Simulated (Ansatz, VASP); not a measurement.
## AgCl: VASP beside Ansatz

```
Ag Cl
1.0
     0.00000    2.77318    2.77318
     2.77318    0.00000    2.77318
     2.77318    2.77318    0.00000
Ag Cl
1 1
Direct
  0.00000 0.00000 0.00000
  0.50000 0.50000 0.50000
```

Alike in both runs: task single point; functional HSE06; k mesh 4 × 4 × 4; no spin polarisation.

|  | VASP | Ansatz |
| --- | --- | --- |
| version | VASP 6.6.1 | Ansatz 0.2.0 |
| potentials or method | VASP PAW PBE potentials, release 64 (Ag, Cl) | plane waves |
| plane-wave cutoff (eV) | 520 | 420 |
| occupations | gaussian, width 0.01 eV | fixed |
| valence electrons in the cell | 18 | 26 |

|  | VASP | Ansatz | Ansatz less VASP |
| --- | --- | --- | --- |
| gap on the k mesh at the Fermi level (eV) | 2.40 | 2.42 | +0.020 |
| pressure (GPa) | 1.4 | 1.5 | +0.15 |

VASP's potentials hold 18 valence electrons a cell and Ansatz's 26, so a difference there can come from the potentials and not from the codes. Ansatz's warnings: stress exchange threshold loose, stress scf threshold loose.

The k mesh is coarse, so the values compare programs but aren't converged.
